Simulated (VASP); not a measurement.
## CuSi16 (a cell with a defect): single point with PBE+D3(BJ)

The system is CuSi16 (a cell with a defect).

```
Si Cu
1.0
     0.00000    5.43000    5.43000
     5.43000    0.00000    5.43000
     5.43000    5.43000    0.00000
Si Cu
16 1
Direct
  0.98498 0.98857 0.98840
  0.11683 0.10866 0.10850
  0.00359 0.01034 0.47920
  0.12588 0.12313 0.61515
  0.00360 0.47935 0.01018
  0.12588 0.61532 0.12297
  0.01056 0.49642 0.49626
  0.13802 0.61839 0.61825
  0.48523 0.00488 0.00473
  0.61266 0.12689 0.12673
  0.49734 0.00798 0.50001
  0.61962 0.14397 0.61278
  0.49735 0.50017 0.00782
  0.61963 0.61296 0.14378
  0.50642 0.51466 0.51447
  0.63825 0.63474 0.63458
  0.81161 0.81162 0.81147
```

```yaml
Program: VASP 6.6.1
Task: single point
Functional: PBE
Dispersion: D3(BJ)
Potentials_or_basis: VASP PAW PBE potentials, release 64 (Si, Cu)
Cutoff: 520 eV
k_mesh: 2 × 2 × 2
Occupations: gaussian, width 0.02 eV
Spin: no spin polarisation
```

```
Largest force              : 0.010 eV/Å
Dispersion energy per atom : -0.334 eV
```

Forces on the atoms (eV/Å):
```
Si   0.002  0.001  0.001
Si   0.004  0.004  0.005
Si  -0.005 -0.003  0.004
Si   0.001 -0.001 -0.002
Si  -0.005  0.004 -0.004
Si   0.000 -0.002 -0.001
Si   0.000 -0.001 -0.001
Si  -0.003  0.006  0.007
Si   0.005 -0.006 -0.005
Si  -0.002  0.000  0.000
Si   0.001 -0.002  0.001
Si   0.004 -0.001  0.003
Si   0.001  0.001 -0.003
Si   0.004  0.004 -0.003
Si  -0.006 -0.004 -0.004
Si   0.000  0.001  0.001
Cu   0.000 -0.001  0.000
```

Levels at points of the mesh, in eV from the Fermi level:
```
           k point  band 34  band 35  band 36  band 37  band 38  band 39  band 40  band 41
(0.00, 0.00, 0.00)    -1.10    -0.49    -0.09    -0.08     0.08     0.13     0.55     0.59
(0.50, 0.00, 0.00)    -1.08    -0.96    -0.90    -0.67     0.70     1.05     1.12     1.32
(0.00, 0.50, 0.00)    -1.07    -0.99    -0.91    -0.73     0.69     1.04     1.10     1.29
(0.00, 0.00, 0.50)    -1.07    -0.99    -0.91    -0.73     0.69     1.04     1.10     1.29
(0.50, 0.50, 0.50)    -0.91    -0.90    -0.59    -0.42     0.59     1.00     1.47     1.48
(0.50, 0.50, 0.00)    -1.66    -1.46    -1.44    -1.16     0.74     0.83     1.90     2.09
(0.00, 0.50, 0.50)    -1.66    -1.47    -1.46    -1.10     0.74     0.82     1.89     2.10
(0.50, 0.00, 0.50)    -1.66    -1.46    -1.44    -1.16     0.74     0.83     1.90     2.09
```

It took 5.3 min on 1 thread of Intel(R) Xeon(R) 6975P-C (Granite Rapids), with other jobs on the host, peak memory 0.49 GiB.

Caveat: the k points lie up to 0.50 Å⁻¹ apart; the cell carries a net charge on a neutralising background, which shifts energy and pressure; the cell is charged against a uniform background, so pressure and absolute levels hang on convention.
